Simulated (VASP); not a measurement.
# ZrB (P4/mmm) in VASP: further runs, part 2 of 2

VASP 6.6.1. The steps go on from the part before.

**3. Relaxation of cell and atoms, PBE**

This run uses another cell than the first one, of 15.00 Å³/atom, 0.893 times its volume.

Contents of INCAR:

```
SYSTEM = ZrB
ALGO     = Normal         ! electronic algorithm
EDIFF    = 1E-6           ! SCF threshold, eV
EDIFFG   = -0.04          ! ionic threshold
ENCUT    = 600            ! plane-wave cutoff, eV
GGA      = PE             ! functional
IBRION   = 2              ! ionic algorithm
ISIF     = 3              ! what is computed and relaxed
ISMEAR   = 0              ! smearing method
LASPH    = .TRUE.         ! aspherical terms in the spheres
LCHARG   = .FALSE.        ! write CHGCAR
LREAL    = .FALSE.        ! projectors in reciprocal space
LWAVE    = .FALSE.        ! write WAVECAR
NELM     = 80             ! most SCF steps
NSW      = 90             ! ionic steps
PREC     = Accurate       ! precision mode
SIGMA    = 0.1            ! smearing width, eV
```

Contents of KPOINTS:

```
k-points
0
G
  4 4 6
  0 0 0
```

Contents of POSCAR:

```
ZrB
1.0
    4.5985380300      0.0000000000      0.0000000000
    0.0000000000      4.5985380300      0.0000000000
    0.0000000000      0.0000000000      2.8378632700
Zr B
2 2
Direct
    0.0000000000      0.5000000000      0.5000000000
    0.5000000000      0.0000000000      0.5000000000
    0.0000000000      0.0000000000      0.5000000000
    0.0000000000      0.0000000000      0.0000000000
```

Potentials or basis: VASP PAW PBE potentials, release 64 (Zr_sv, B).

Launch:

```
> cat potpaw_PBE.64/Zr_sv/POTCAR potpaw_PBE.64/B/POTCAR > POTCAR
> mpirun -np 1 vasp_std > vasp.out
```

OUTCAR:

```text
SYSTEM = ZrB
   EDIFF = 1E-6
   EDIFFG = -0.04
   ENCUT = 600
   GGA = PE
   IBRION = 2
   ISIF = 3
   ISMEAR = 0
   LASPH = .TRUE.
   LREAL = .FALSE.
   NELM = 80
   NSW = 90
   PREC = Accurate

 ion  position               nearest neighbor table
   1  0.000  0.500  0.500-   3 2.30   3 2.30   4 2.70   4 2.70   4 2.70   4 2.70   2 3.25   2 3.25
                             2 3.25   2 3.25
   2  0.500  0.000  0.500-   3 2.30   3 2.30   4 2.70   4 2.70   4 2.70   4 2.70   1 3.25   1 3.25
                             1 3.25   1 3.25
   3  0.000  0.000  0.500-   4 1.42   4 1.42   1 2.30   2 2.30   1 2.30   2 2.30
   4  0.000  0.000  0.000-   3 1.42   3 1.42   1 2.70   1 2.70   2 2.70   2 2.70   1 2.70   1 2.70
                             2 2.70   2 2.70

  LATTYP: Found a simple tetragonal cell.
 ALAT       =     4.5985380300
 C/A-ratio  =     0.6171229316

  Lattice vectors:

 A1 = (   4.5985380300,   0.0000000000,   0.0000000000)
 A2 = (   0.0000000000,   4.5985380300,   0.0000000000)
 A3 = (   0.0000000000,   0.0000000000,   2.8378632700)

Analysis of symmetry for initial positions (statically):
=====================================================================
 Subroutine PRICEL returns:
 Original cell was already a primitive cell.

 Routine SETGRP: Setting up the symmetry group for a
 simple tetragonal supercell.

 Subroutine GETGRP returns: Found 16 space group operations
 (whereof 16 operations were pure point group operations)
 out of a pool of 16 trial point group operations.

The static configuration has the point symmetry D_4h.

Analysis of symmetry for dynamics (positions and initial velocities):
=====================================================================
 Subroutine PRICEL returns:
 Original cell was already a primitive cell.

 Routine SETGRP: Setting up the symmetry group for a
 simple tetragonal supercell.

 Subroutine GETGRP returns: Found 16 space group operations
 (whereof 16 operations were pure point group operations)
 out of a pool of 16 trial point group operations.

The dynamic configuration has the point symmetry D_4h.

 Subroutine INISYM returns: Found 16 space group operations
 (whereof 16 operations are pure point group operations),
 and found     1 'primitive' translations

----------------------------------------------------------------------------------------

                                     Primitive cell

  volume of cell :      60.0110

  direct lattice vectors                    reciprocal lattice vectors
     4.598538030  0.000000000  0.000000000     0.217460418  0.000000000  0.000000000
     0.000000000  4.598538030  0.000000000     0.000000000  0.217460418  0.000000000
     0.000000000  0.000000000  2.837863270     0.000000000  0.000000000  0.352377794

  length of vectors
     4.598538030  4.598538030  2.837863270     0.217460418  0.217460418  0.352377794

  position of ions in fractional coordinates (direct lattice)
     0.000000000  0.500000000  0.500000000
     0.500000000  0.000000000  0.500000000
     0.000000000  0.000000000  0.500000000
     0.000000000  0.000000000  0.000000000

  ion indices of the primitive-cell ions
   primitive index   ion index
                 1           1
                 2           2
                 3           3
                 4           4

[... 50 lines left out ...]
  0.500000  0.250000  0.500000      4.000000
  0.500000  0.500000  0.500000      1.000000
   k-points           NKPTS =     24   k-points in BZ     NKDIM =     24   number of bands    NBANDS=     19
   number of dos      NEDOS =    301   number of ions     NIONS =      4
   total plane-waves  NPLWV =  38400
   dimension x,y,z NGX =    40 NGY =   40 NGZ =   24
   dimension x,y,z NGXF=    80 NGYF=   80 NGZF=   48
   ions per type =               2   2
   NGX,Y,Z   is equivalent  to a cutoff of  14.46, 14.46, 14.06 a.u.
   NGXF,Y,Z  is equivalent  to a cutoff of  28.92, 28.92, 28.12 a.u.
 SYSTEM =  ZrB
   PREC   = accura    normal or accurate (medium, high low for compatibility)
   ISTART =      0    job   : 0-new  1-cont  2-samecut
   ICHARG =      2    charge: 1-file 2-atom 10-const
   ISPIN  =      1    spin polarized calculation?
   LNONCOLLINEAR =      F non collinear calculations
   LSORBIT =      F    spin-orbit coupling
   LASPH  =      T    aspherical Exc in radial PAW
   ENCUT  =  600.0 eV  44.10 Ry    6.64 a.u.   9.18  9.18  5.67*2*pi/ulx,y,z
   NELM   =     80;   NELMIN=  2; NELMDL= -5     # of ELM steps
   EDIFF  = 0.1E-05   stopping-criterion for ELM
   LREAL  =      F    real-space projection
   EDIFFG = -.4E-01   stopping-criterion for IOM
   NSW    =     90    number of steps for IOM
   IBRION =      2    ionic relax: 0-MD 1-quasi-New 2-CG
   NFREE  =      1    steps in history (QN), initial steepest desc. (CG)
   ISIF   =      3    stress and relaxation
   ISYM   =      2    0-nonsym 1-usesym 2-fastsym
   POTIM  = 0.5000    time-step for ionic-motion
   TEBEG  =    0.0;   TEEND  =   0.0 temperature during run
   PSTRESS=    0.0 pullay stress
   NELECT =      30.0000    total number of electrons
   NUPDOWN=      -1.0000    fix difference up-down
   EMIN   =  10.00;   EMAX   =-10.00  energy-range for DOS
   EFERMI =   0.00;   METHOD = LEGACY
   ISMEAR =     0;   SIGMA  =   0.10  broadening in eV -4-tet -1-fermi 0-gaus
   EFERMI_NEDOS =   21; number of points for ismear=-14 and -15
   IALGO  =     38    algorithm
   IMIX   =      4    mixing-type and parameters
     AMIX     =   0.40;   BMIX     =  1.00
     AMIX_MAG =   1.60;   BMIX_MAG =  1.00
  volume/ion in A,a.u.               =      15.00       101.24
  Fermi-wavevector in a.u.,A,eV,Ry     =   1.299286  2.455295 22.968610  1.688145
  Thomas-Fermi vector in A             =   2.430560
   LORBIT       =      0    0 simple, 1 ext, 2 COOP (PROOUT), +10 PAW based schemes
   GGA     = PE    functional components
   LHFCALC =     F    Hartree Fock is set to
   AEXX    =    0.0000 exact exchange contribution
   IVDW    =     0    specifies the selected vdW correction
   LEPSILON=     F    determine dielectric tensor
   LRPA    =     F    only Hartree local field effects (RPA)
 conjugate gradient relaxation of ions
 non-spin polarized calculation
 Gauss-broadening in eV      SIGMA  =   0.10
  energy-cutoff  :      600.00
  volume of cell :       60.01
 maximum number of plane-waves:      2034
 NGX is ok and might be reduce to    40
   NGX = 19   NGY = 19   NGZ = 11

--------------------------------------- Ionic step        1  -------------------------------------------

 number of electron      30.0000000 magnetization

 Free energy of the ion-electron system (eV)
  ---------------------------------------------------
  ext. energy  EPLUGINS =         0.00000000
  ---------------------------------------------------
  free energy    TOTEN  =       -29.11671151 eV

  energy without entropy =      -29.10533337  energy(sigma->0) =      -29.11102244

------------------------ aborting loop because EDIFF is reached ----------------------------------------

  FORCE on cell =-STRESS in cart. coord.  units (eV):
  Direction    XX          YY          ZZ          XY          YZ          ZX
  --------------------------------------------------------------------------------------
  -------------------------------------------------------------------------------------
  Total        1.4075802      1.4075802     23.2102691      0.0000000      0.0000000      0.0000000
  in kB       37.5796466     37.5796466    619.6689373      0.0000000      0.0000000      0.0000000
  external PRESSURE =     231.6094102 kB  Pullay stress =       0.0000000 kB
[... 25 lines left out ...]
--------------------------------------- Ionic step        2  -------------------------------------------

 number of electron      30.0000002 magnetization

 E-fermi :   5.6365     XC(G=0):  -9.9394

 val. band max:        5.6007359783   @ k =   0.5000   0.2500   0.5000
 cond. band min:       5.6477574013   @ k =   0.5000   0.5000   0.0000
 fundamental gap:      0.0470214229
 Fermi energy:         5.6365195573

 k-point     1 :       0.0000    0.0000    0.0000
  band No.  band energies     occupation
      1     -43.5204      2.00000
      2     -43.4550      2.00000
      3     -21.7089      2.00000
      4     -21.7089      2.00000
      5     -21.4591      2.00000
      6     -21.3852      2.00000
[... 706 lines left out ...]
--------------------------------------- Ionic step        7  -------------------------------------------

 number of electron      30.0000000 magnetization

 Free energy of the ion-electron system (eV)
  ---------------------------------------------------
  ext. energy  EPLUGINS =         0.00000000
  ---------------------------------------------------
  free energy    TOTEN  =       -30.33580211 eV

  energy without entropy =      -30.32512109  energy(sigma->0) =      -30.33046160

 E-fermi :   7.0849     XC(G=0): -10.6316

 val. band max:        7.0629625980   @ k =   0.2500   0.2500   0.5000
 cond. band min:       7.1485493155   @ k =   0.5000   0.0000   0.0000
 fundamental gap:      0.0855867176
 Fermi energy:         7.0848811748

 k-point     1 :       0.0000    0.0000    0.0000
  band No.  band energies     occupation
      1     -41.6748      2.00000
      2     -41.5896      2.00000
      3     -19.9836      2.00000
      4     -19.9836      2.00000
      5     -19.5485      2.00000
      6     -19.5485      2.00000
[... 548 lines left out ...]
  FREE ENERGIE OF THE ION-ELECTRON SYSTEM (eV)
  ---------------------------------------------------
  free  energy   TOTEN  =       -30.3358021086 eV

  energy  without entropy=      -30.3251210910  energy(sigma->0) =      -30.33046160

 reached required accuracy - stopping structural energy minimisation
```

Wall time 3.1 min (1 thread of Intel Xeon Platinum 8488C (Sapphire Rapids), shared host); peak memory 0.21 GiB.

Results:

```yaml
Free_energy: -30.3358 eV
Relaxed_volume: 16.81 Å³/atom
Relaxed_cell: a = 4.593 Å, b = 4.593 Å, c = 3.187 Å, α = 90.00°, β = 90.00°, γ = 90.00°
Space_group_after_relaxing_to_0.05_Å: P4/mmm (No. 123)
Energy_gained_by_relaxing: 304.8 meV/atom
Ionic_steps: 7
Pressure_after_relaxing: 0.1 GPa
Band_gap_on_the_k_mesh: zero (band 15 reaches 7.99 eV, above the bottom of band 16 at 6.48 eV)
```

The path:
```
step  energy change (eV)  largest force (eV/Å)  pressure (GPa)  volume (Å³)
   1              0.0000                0.0000           23.16        60.01
   2             -0.1232                0.0000          -14.48        79.44
   3             -1.2070                0.0000           -2.47        68.79
   4             -1.2100                0.0000           -1.78        68.43
   5             -1.2103                0.0000           -1.45        68.26
   6             -1.2183                0.0000            0.64        66.95
   7             -1.2191                0.0000            0.15        67.24
```

Final structure:
```
Zr B
1.0
     4.59342    0.00000    0.00000
     0.00000    4.59342    0.00000
     0.00000    0.00000    3.18681
Zr B
2 2
Direct
  0.00000 0.50000 0.50000
  0.50000 0.00000 0.50000
  0.00000 0.00000 0.50000
  0.00000 0.00000 0.00000
```

Caveat: the k points lie up to 0.34 Å⁻¹ apart in the final cell.
